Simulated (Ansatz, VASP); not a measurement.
# NbP in VASP and in Ansatz

Contents of INCAR:

```
SYSTEM = NbP
  ALGO = Normal
  EDIFF = 1E-6
  ENCUT = 520
  GGA = PE
  ISIF = 2
  ISMEAR = 1
  LASPH = .True.
  LCHARG = .True.
  LELF = .True.
  LREAL = .False.
  LVHAR = .True.
  LWAVE = .False.
  NBANDS = 26
  NELM = 60
  PREC = Accurate
  SIGMA = 0.15
```

The input KPOINTS:

```
k-points
0
Gamma
  11 11 11
  0 0 0
```

Contents of POSCAR:

```
NbP
1.0
   -1.6522863771      1.6522863771      5.6625296406
    1.6522863771     -1.6522863771      5.6625296406
    1.6522863771      1.6522863771     -5.6625296406
Nb P
2 2
Direct
    0.7498808000      0.7498808000      0.0000000000
    0.4998808000      0.9998808000      0.5000000000
    0.3327477700      0.3327477700      0.0000000000
    0.0827477800      0.5827477800      0.5000000000
```

Input for Ansatz:

```yaml
crystal:
  lattice:
    - [-1.652286377090733, 1.652286377090733, 5.66252964059164]
    - [1.652286377090733, -1.652286377090733, 5.66252964059164]
    - [1.652286377090733, 1.652286377090733, -5.66252964059164]
  atoms:
    - { symbol: Nb, position: [0.7498808, 0.7498808, 0.0] }
    - { symbol: Nb, position: [0.4998808, 0.9998808, 0.5] }
    - { symbol: P, position: [0.33274777, 0.33274777, 0.0] }
    - { symbol: P, position: [0.08274778, 0.58274778, 0.5] }
basis:
  ecutwfc: 450.0
kpoints:
  mp_grid:
    grid: [11, 11, 11]
hamiltonian:
  xc: pbe
scf:
  occupations:
    method: methfessel_paxton
    width: 0.15
output:
  stress: true
```

Alike in both runs: task single point; functional PBE; k mesh 11 × 11 × 11; occupations methfessel-paxton of order 1, width 0.15 eV; no spin polarisation.

|  | VASP | Ansatz |
| --- | --- | --- |
| version | VASP 6.6.1 | Ansatz 0.2.0 |
| potentials or method | VASP PAW PBE potentials, release 64 (Nb_sv, P), cutoff 520 eV | plane waves, PAW |
| valence electrons in the cell | 36 | 36 |

VASP gave:

* pressure (GPa): 6.7
* traceless stress, the component that is largest in VASP (GPa): -1.10

Task: Estimate Ansatz's values.

Result: Pressure (GPa): 7.2; traceless stress, the component that is largest in VASP (GPa): -1.13.
